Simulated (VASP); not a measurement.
Here is a VASP 6.6.1 calculation.

File INCAR:

```
PREC = Accurate
ENCUT = 520
EDIFF = 1E-7
ISMEAR = 0
SIGMA = 0.1
LREAL = F
LASPH = T
NELM = 60
ALGO = Normal
ISIF = 2
LWAVE = F
LCHARG = T
GGA = PE
LELF = T
LVHAR = T
NBANDS = 36
```

Contents of KPOINTS:

```
regular mesh
0
Gamma
  6 6 12
```

The input POSCAR:

```
Ga3SbN2
1.0
    5.9161349752      0.0000000000      0.0000000000
   -2.9580674876      5.1235231808      0.0000000000
    0.0000000000      0.0000000000      3.1876133491
Ga Sb N
3 1 2
Direct
    0.5000000000      0.0000000000      0.3021322709
    0.0000000000      0.5000000000      0.3021322709
    0.5000000000      0.5000000000      0.3021322709
    0.0000000000      0.0000000000      0.5145849912
    0.3333333333      0.6666666667     -0.0000293969
    0.6666666667      0.3333333333     -0.0000293969
```

Potentials or basis: VASP PAW PBE potentials, release 64 (Ga_d, Sb, N).

The run is started by

```console
$ cat potpaw_PBE.64/Ga_d/POTCAR potpaw_PBE.64/Sb/POTCAR potpaw_PBE.64/N/POTCAR > POTCAR
$ mpirun -np 1 vasp_std > vasp.out
```

Predict the largest force.

0.030 eV/Å.

Estimate the band gap on the k mesh.

zero (bands 27 and 28 overlap by 2.22 eV).

Stress tensor (GPa, compression positive):
```
0.16 0.00 0.00
0.00 0.16 0.00
0.00 0.00 0.02
```

Caveat: spin-orbit coupling is left out, which moves the levels of the heavy elements.
